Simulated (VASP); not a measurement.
# CoPdO2 (R-3m) in VASP: reference runs

How does CoPdO2 come out in PBEsol? The cell is run as given.

Everything below comes from runs of VASP 6.6.1. Logs are shortened: lines on timing, memory, paths and dates and some standing lists are left out, and cuts for length are marked.

## Step 1: The cell of the first run

The structure is trigonal, space group R-3m (No. 166). The conventional cell has a = 2.863 Å, b = 2.863 Å, c = 17.873 Å, α = 90.00°, β = 90.00°, γ = 120.00°. Within 2.7 Å of Pd (site symmetry -3m) lie 2 O at 2.01 Å. Co (site symmetry -3m) has 6 O at 1.92 Å within 2.5 Å. O (site symmetry 3m) has 3 Co at 1.92 Å and 1 Pd at 2.01 Å and 3 O at 2.55 Å within 2.6 Å.

## Step 2: Single point, PBEsol, collinear spin, ferromagnetic start

File INCAR:

```
SYSTEM = CoPdO2
ALGO = Normal ; EDIFF = 1E-7
ENCUT = 520 ; GGA = PS
ISIF = 2 ; ISMEAR = -1
ISPIN = 2 ; LASPH = .True.
LCHARG = .False. ; LMAXMIX = 4
LORBIT = 11 ; LREAL = .False.
LWAVE = .False. ; MAGMOM = 0 2 0 0
NBANDS = 28 ; NELM = 150
PREC = Accurate ; SIGMA = 0.05
```

File KPOINTS:

```
k-points
0
Gamma
  11 11 11
  0 0 0
```

File POSCAR:

```
CoPdO2
1.0
    1.4316899074      0.8265865534      5.9577715763
   -1.4316899074      0.8265865534      5.9577715763
    0.0000000000     -1.6531731068      5.9577715763
Pd Co O
1 1 2
Direct
    0.0000000000      0.0000000000      0.0000000000
    0.5000000000      0.5000000000      0.5000000000
    0.1124760000      0.1124760000      0.1124760000
    0.8875240000      0.8875240000      0.8875240000
```

Potentials or basis: VASP PAW PBE potentials, release 64 (Pd, Co, O).

Launch:

```bash
$ cat potpaw_PBE.64/Pd/POTCAR potpaw_PBE.64/Co/POTCAR potpaw_PBE.64/O/POTCAR > POTCAR
$ mpirun -np 1 vasp_std > vasp.out
```

OUTCAR:

```text
SYSTEM = CoPdO2
   EDIFF = 1E-7
   ENCUT = 520
   GGA = PS
   ISIF = 2
   ISMEAR = -1
   ISPIN = 2
   LASPH = .True.
   LORBIT = 11
   LREAL = .False.
   NELM = 150
   PREC = Accurate

 ion  position               nearest neighbor table
   1  0.000  0.000  0.000-   3 2.01   4 2.01
   2  0.500  0.500  0.500-   3 1.92   4 1.92   3 1.92   3 1.92   4 1.92   4 1.92
   3  0.112  0.112  0.112-   2 1.92   2 1.92   2 1.92   1 2.01
   4  0.888  0.888  0.888-   2 1.92   2 1.92   2 1.92   1 2.01

  LATTYP: Found a trigonal (rhomboedric) cell.
 ALAT       =     6.1828814865
 COS(alpha) =     0.8927626487

  Lattice vectors:

 A1 = (   1.4316899074,   0.8265865534,   5.9577715763)
 A2 = (  -1.4316899074,   0.8265865534,   5.9577715763)
 A3 = (   0.0000000000,  -1.6531731068,   5.9577715763)

Analysis of symmetry for initial positions (statically):
=====================================================================
 Subroutine PRICEL returns:
 Original cell was already a primitive cell.

 Routine SETGRP: Setting up the symmetry group for a
 trigonal (rhombohedral) supercell.

 Subroutine GETGRP returns: Found 12 space group operations
 (whereof 12 operations were pure point group operations)
 out of a pool of 12 trial point group operations.

The static configuration has the point symmetry D_3d.

Analysis of symmetry for dynamics (positions and initial velocities):
=====================================================================
 Subroutine PRICEL returns:
 Original cell was already a primitive cell.

 Routine SETGRP: Setting up the symmetry group for a
 trigonal (rhombohedral) supercell.

 Subroutine GETGRP returns: Found 12 space group operations
 (whereof 12 operations were pure point group operations)
 out of a pool of 12 trial point group operations.

The dynamic configuration has the point symmetry D_3d.

Analysis of structural, dynamic, and magnetic symmetry:
=====================================================================
 Subroutine PRICEL returns:
 Original cell was already a primitive cell.

 Routine SETGRP: Setting up the symmetry group for a
 trigonal (rhombohedral) supercell.

 Subroutine GETGRP returns: Found 12 space group operations
 (whereof 12 operations were pure point group operations)
 out of a pool of 12 trial point group operations.

The overall configuration has the point symmetry D_3d.

 Subroutine INISYM returns: Found 12 space group operations
 (whereof 12 operations are pure point group operations),
 and found     1 'primitive' translations

----------------------------------------------------------------------------------------

                                     Primitive cell

  volume of cell :      42.3031

  direct lattice vectors                    reciprocal lattice vectors
     1.431689907  0.826586553  5.957771576     0.349237637  0.201632444  0.055949331
    -1.431689907  0.826586553  5.957771576    -0.349237637  0.201632444  0.055949331
     0.000000000 -1.653173107  5.957771576     0.000000000 -0.403264887  0.055949331

  length of vectors
     6.182881487  6.182881487  6.182881487     0.407127618  0.407127618  0.407127618

  position of ions in fractional coordinates (direct lattice)
     0.000000000  0.000000000  0.000000000
     0.500000000  0.500000000  0.500000000
     0.112476000  0.112476000  0.112476000
     0.887524000  0.887524000  0.887524000

  ion indices of the primitive-cell ions
   primitive index   ion index
                 1           1
                 2           2
                 3           3
                 4           4

----------------------------------------------------------------------------------------

 KPOINTS: k-points

Automatic generation of k-mesh.
 Grid dimensions read from file:
 generate k-points for:   11   11   11

 Generating k-lattice:

  Cartesian coordinates                     Fractional coordinates (reciprocal lattice)
     0.031748876  0.018330222  0.005086303     0.090909091  0.000000000  0.000000000
    -0.031748876  0.018330222  0.005086303     0.000000000  0.090909091  0.000000000
     0.000000000 -0.036660444  0.005086303     0.000000000  0.000000000  0.090909091

  Length of vectors
     0.037011602  0.037011602  0.037011602

  Shift w.r.t. Gamma in fractional coordinates (k-lattice)
     0.000000000  0.000000000  0.000000000

 Subroutine IBZKPT returns following result:
 ===========================================

 Found    146 irreducible k-points:

 Following reciprocal coordinates:
            Coordinates               Weight
  0.000000  0.000000  0.000000      1.000000
  0.090909  0.000000 -0.000000      6.000000
  0.181818  0.000000 -0.000000      6.000000
  0.272727 -0.000000  0.000000      6.000000
  0.363636 -0.000000 -0.000000      6.000000
  0.454545 -0.000000 -0.000000      6.000000
[... 16 lines left out ...]
 -0.272727  0.181818  0.000000     12.000000
 -0.181818  0.181818  0.000000      6.000000
 [... further k-points ...]
   k-points           NKPTS =    146   k-points in BZ     NKDIM =    146   number of bands    NBANDS=     28
   number of dos      NEDOS =    301   number of ions     NIONS =      4
   total plane-waves  NPLWV = 110592
   dimension x,y,z NGX =    48 NGY =   48 NGZ =   48
   dimension x,y,z NGXF=    96 NGYF=   96 NGZF=   96
   ions per type =               1   1   2
   NGX,Y,Z   is equivalent  to a cutoff of  12.91, 12.91, 12.91 a.u.
   NGXF,Y,Z  is equivalent  to a cutoff of  25.81, 25.81, 25.81 a.u.
 SYSTEM =  CoPdO2
   PREC   = accura    normal or accurate (medium, high low for compatibility)
   ISTART =      0    job   : 0-new  1-cont  2-samecut
   ICHARG =      2    charge: 1-file 2-atom 10-const
   ISPIN  =      2    spin polarized calculation?
   LNONCOLLINEAR =      F non collinear calculations
   LSORBIT =      F    spin-orbit coupling
   LASPH  =      T    aspherical Exc in radial PAW
   ENCUT  =  520.0 eV  38.22 Ry    6.18 a.u.  11.50 11.50 11.50*2*pi/ulx,y,z
   NELM   =    150;   NELMIN=  2; NELMDL= -5     # of ELM steps
   EDIFF  = 0.1E-06   stopping-criterion for ELM
   LREAL  =      F    real-space projection
   EDIFFG = 0.1E-05   stopping-criterion for IOM
   NSW    =      0    number of steps for IOM
   IBRION =     -1    ionic relax: 0-MD 1-quasi-New 2-CG
   NFREE  =      0    steps in history (QN), initial steepest desc. (CG)
   ISIF   =      2    stress and relaxation
   ISYM   =      2    0-nonsym 1-usesym 2-fastsym
   POTIM  = 0.5000    time-step for ionic-motion
   TEBEG  =    0.0;   TEEND  =   0.0 temperature during run
   PSTRESS=    0.0 pullay stress
   NELECT =      31.0000    total number of electrons
   NUPDOWN=      -1.0000    fix difference up-down
   EMIN   =  10.00;   EMAX   =-10.00  energy-range for DOS
   EFERMI =   0.00;   METHOD = LEGACY
   ISMEAR =    -1;   SIGMA  =   0.05  broadening in eV -4-tet -1-fermi 0-gaus
   EFERMI_NEDOS =   21; number of points for ismear=-14 and -15
   IALGO  =     38    algorithm
   IMIX   =      4    mixing-type and parameters
     AMIX     =   0.40;   BMIX     =  1.00
     AMIX_MAG =   1.60;   BMIX_MAG =  1.00
  volume/ion in A,a.u.               =      10.58        71.37
  Fermi-wavevector in a.u.,A,eV,Ry     =   1.475949  2.789139 29.639266  2.178425
  Thomas-Fermi vector in A             =   2.590535
   LORBIT       =     11    0 simple, 1 ext, 2 COOP (PROOUT), +10 PAW based schemes
   GGA     = PS    functional components
   LHFCALC =     F    Hartree Fock is set to
   AEXX    =    0.0000 exact exchange contribution
   IVDW    =     0    specifies the selected vdW correction
   LEPSILON=     F    determine dielectric tensor
   LRPA    =     F    only Hartree local field effects (RPA)
 spin polarized calculation
  energy-cutoff  :      520.00
  volume of cell :       42.30
 maximum number of plane-waves:      1168
 NGX is ok and might be reduce to    48
   NGX = 23   NGY = 23   NGZ = 23

 number of electron      30.9999999 magnetization       0.0018335

 number of electron      30.9999999 magnetization      -0.0000121

 Free energy of the ion-electron system (eV)
  ---------------------------------------------------
  ext. energy  EPLUGINS =         0.00000000
  ---------------------------------------------------
  free energy    TOTEN  =       -27.70754582 eV

  energy without entropy =      -27.70459975  energy(sigma->0) =      -27.70607278

 E-fermi :   7.1910     XC(G=0): -12.5789

 val. band max:        7.0598844649   @ k =  -0.1818   0.1818   0.0000
 cond. band min:       7.3642965828   @ k =   0.4545   0.4545  -0.0000
 fundamental gap:      0.3044121179
 Fermi energy:         7.1910229125

 spin component 1

 k-point     1 :       0.0000    0.0000    0.0000
  band No.  band energies     occupation
      1     -13.4240      1.00000
      2     -11.5722      1.00000
      3      -1.1201      1.00000
      4       1.3249      1.00000
      5       1.3249      1.00000
      6       2.3566      1.00000
[... 19 lines left out ...]
     26      26.1935      0.00000
     27      28.5858      0.00000
[... 667 lines left out ...]
      5       1.3295      1.00000
      6       1.8004      1.00000
[... 19 lines left out ...]
     26      24.9883      0.00000
     27      25.5812      0.00000

 [... further k-points ...]

 spin component 2

 k-point     1 :       0.0000    0.0000    0.0000
  band No.  band energies     occupation
      1     -13.4240      1.00000
      2     -11.5722      1.00000
      3      -1.1202      1.00000
      4       1.3249      1.00000
      5       1.3249      1.00000
      6       2.3566      1.00000
[... 19 lines left out ...]
     26      26.1935      0.00000
     27      28.5858      0.00000
[... 667 lines left out ...]
      5       1.3295      1.00000
      6       1.8004      1.00000
[... 19 lines left out ...]
     26      24.9883      0.00000
     27      25.5812      0.00000

 [... further k-points ...]

 [bands above 27 left out]

------------------------ aborting loop because EDIFF is reached ----------------------------------------

  FORCE on cell =-STRESS in cart. coord.  units (eV):
  Direction    XX          YY          ZZ          XY          YZ          ZX
  --------------------------------------------------------------------------------------
  -------------------------------------------------------------------------------------
  Total       -2.6440368     -2.6440368     -3.2136019      0.0000000      0.0000000      0.0000000
  in kB     -100.1395610   -100.1395610   -121.7111206      0.0000000      0.0000000      0.0000000
  external PRESSURE =    -107.3300809 kB  Pullay stress =       0.0000000 kB

 VOLUME and BASIS-vectors are now :
 -----------------------------------------------------------------------------
  energy-cutoff  :      520.00
  volume of cell :       42.30
      direct lattice vectors                 reciprocal lattice vectors
     1.431689907  0.826586553  5.957771576     0.349237637  0.201632444  0.055949331
    -1.431689907  0.826586553  5.957771576    -0.349237637  0.201632444  0.055949331
     0.000000000 -1.653173107  5.957771576     0.000000000 -0.403264887  0.055949331

 POSITION                                       TOTAL-FORCE (eV/Angst)
 -----------------------------------------------------------------------------------
      0.00000      0.00000      0.00000         0.000000     -0.000000      0.000000
      0.00000      0.00000      8.93666         0.000000      0.000000     -0.000000
      0.00000      0.00000      2.01032         0.000000     -0.000000      0.194497
      0.00000      0.00000     15.86300         0.000000      0.000000     -0.194497
 -----------------------------------------------------------------------------------
    total drift:                                0.000000      0.000000     -0.000000

  FREE ENERGIE OF THE ION-ELECTRON SYSTEM (eV)
  ---------------------------------------------------
  free  energy   TOTEN  =       -27.7075458154 eV

  energy  without entropy=      -27.7045997472  energy(sigma->0) =      -27.70607278

 total charge

# of ion       s       p       d       tot
------------------------------------------
    1        0.459   0.451   8.432   9.342
    2        0.422   0.640   7.314   8.376
    3        1.554   3.405   0.000   4.958
    4        1.554   3.405   0.000   4.958
--------------------------------------------------
tot          3.989   7.900  15.746  27.635

 magnetization (x)

# of ion       s       p       d       tot
------------------------------------------
    1       -0.000  -0.000   0.000   0.000
    2        0.000   0.000  -0.000   0.000
    3       -0.000  -0.000   0.000  -0.000
    4       -0.000  -0.000   0.000  -0.000
--------------------------------------------------
tot          0.000  -0.000   0.000  -0.000
```

Run time: 26 min. Hardware: 1 thread of Intel Xeon Platinum 8488C (Sapphire Rapids), shared host; peak memory 0.59 GiB.

Results:

| Quantity | Value |
| --- | --- |
| Free energy | -27.7075 eV |
| Pressure | -10.7 GPa |
| Largest force | 0.194 eV/Å |
| Net moment | 0.00 μB per cell |
| Valence electrons inside the program's atomic spheres | Pd 9.34; Co 8.38; O 4.96 |

Forces on the atoms (eV/Å):
```
Pd   0.000  0.000  0.000
Co   0.000  0.000  0.000
O    0.000  0.000  0.194
O    0.000  0.000 -0.194
```

Caveat: the cell stands under tension; the PAW data sets were made with another functional, which shifts forces and pressure a little; semilocal functionals often make such compounds metallic where correlation or magnetic order opens a gap, which also shifts bond lengths. With open d or f shells a metallic result of PBEsol can be an artefact of self-interaction; +U or a hybrid may open a gap.
